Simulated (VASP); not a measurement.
# Si2Mo: single point with r2SCAN

Crystal: Si2Mo.

```xyz
9
Lattice="4.5840 0.0000 0.0000 -2.2920 3.9699 0.0000 0.0000 0.0000 6.5771" Properties=species:S:1:pos:R:3 pbc="T T T"
Si   -1.1653    3.3194    5.4809
Si    1.1267    0.6505    1.0962
Si    2.2920    2.6688    3.2885
Si    3.4573    0.6505    5.4809
Si    1.1653    3.3194    1.0962
Si    0.0000    1.3010    3.2885
Mo    2.2920    0.0000    3.2885
Mo   -1.1460    1.9849    1.0962
Mo    1.1460    1.9849    5.4809
```

- Program: VASP 6.6.1
- Task: single point
- Functional: r2SCAN
- Potentials or basis: VASP PAW PBE potentials, release 64 (Si, Mo_sv)
- Cutoff: 520 eV
- k mesh: 6 × 6 × 4
- Occupations: fermi-dirac, width 0.02 eV
- Spin: no spin polarisation
- Dipole correction: no
- Further INCAR settings: ALGO = Normal; EDIFF = 1e-06; NBANDS = 43

| Quantity | Value |
| --- | --- |
| Pressure | 0.4 GPa |
| Largest force | 0.009 eV/Å |
| Band gap on the k mesh | 0.15 eV, indirect (least direct gap 0.69 eV) |

Forces in eV/Å, atoms in the order of the input:
```
Si  -0.008  0.004  0.000
Si  -0.008 -0.004  0.000
Si   0.000  0.009  0.000
Si   0.008 -0.004  0.000
Si   0.008  0.004  0.000
Si   0.000 -0.009  0.000
Mo   0.000  0.000  0.000
Mo   0.000  0.000  0.000
Mo   0.000  0.000  0.000
```

Levels at points of the mesh, in eV from the valence-band top:
```
           k point  band 29  band 30  band 31  band 32  band 33  band 34  band 35  band 36  band 37  band 38
(0.00, 0.00, 0.00)    -3.18    -3.18    -2.92    -2.25    -0.86     2.23     2.56     2.56     2.73     2.80
(0.50, 0.00, 0.00)    -2.38    -2.25    -1.62    -1.10    -0.68     0.15     0.85     0.99     1.47     2.18
(0.00, 0.00, 0.50)    -2.48    -2.48    -2.27    -0.76    -0.76     2.04     2.52     2.59     2.59     2.77
(0.50, 0.00, 0.50)    -3.15    -2.82    -2.04    -1.28     0.00     0.69     1.23     1.52     1.54     1.82
```

Run time: 5.8 min on 1 thread of AMD EPYC 9R14 (Zen 4), on a shared host, peak memory 0.26 GiB.

Caveat: the PAW data sets were made with another functional, which shifts forces and pressure a little. A k mesh can miss the band edges.
